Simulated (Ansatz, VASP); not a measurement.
## SrCl2 in VASP and in Ansatz

```xyz
3
Lattice="0.0000 3.4855 3.4855 3.4855 0.0000 3.4855 3.4855 3.4855 0.0000" Properties=species:S:1:pos:R:3 pbc="T T T"
Sr    0.0000    0.0000    0.0000
Cl    1.7869    1.6986    1.7428
Cl    5.2724    5.1841    5.2283
```

Change from the starting cell: all Cl atoms moved +0.062 Å, as atom 2 along Cartesian [1 -1 0].

Alike in both runs: task single point; functional PBE; k mesh 6 × 6 × 6; occupations gaussian, width 0.05 eV; no spin polarisation.

```csv
,VASP,Ansatz
version,VASP 6.6.1,Ansatz 0.2.0
potentials or method,"VASP PAW PBE potentials, release 64 (Sr_sv, Cl), cutoff 520 eV","scalar-relativistic, plane waves, PAW"
valence electrons in the cell,24,24
```

Ansatz gave:

```
gap on the k mesh at the Fermi level (eV) : 5.35
least direct gap on the mesh (eV)         : 5.50
pressure (GPa)                            : 1.1
rms of the force components (eV/Å)        : 0.069
```

Problem. What did VASP give for the same quantities?

Solution. gap on the k mesh at the Fermi level (eV): 5.34; least direct gap on the mesh (eV): 5.50; pressure (GPa): 1.2; rms of the force components (eV/Å): 0.071.

Atom by atom the forces differ by 0.002 eV/Å (rms over components).
